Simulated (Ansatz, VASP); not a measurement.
**CsOs in VASP and in Ansatz**

```xyz
2
Lattice="3.9224 0.0000 0.0000 0.0000 3.9224 0.0000 0.0000 0.0000 3.9224" Properties=species:S:1:pos:R:3 pbc="T T T"
Cs    0.0000    0.0000    0.0000
Os    1.9612    1.9612    1.9612
```

Alike in both runs: task single point; functional PBE; k mesh 6 × 6 × 6; occupations gaussian, width 0.1 eV; no spin polarisation.

|  | VASP | Ansatz |
| --- | --- | --- |
| version | VASP 6.6.1 | Ansatz 0.2.0 |
| potentials or method | VASP PAW PBE potentials, release 64 (Cs_sv, Os), cutoff 520 eV | scalar-relativistic, plane waves, PAW |
| valence electrons in the cell | 17 | 25 |

VASP gave:

| Quantity | Value |
| --- | --- |
| gap on the k mesh at the Fermi level (eV) | none |
| pressure (GPa) | -2.1 |

Task: Which values does Ansatz return?

Result: gap on the k mesh at the Fermi level (eV): none; pressure (GPa): -2.4.

A gap of «none» marks a metal or a gap that the smearing closes. VASP's potentials hold 17 valence electrons a cell and Ansatz's 25, so a difference there can come from the potentials and not from the codes.

Spin-orbit coupling is off throughout.
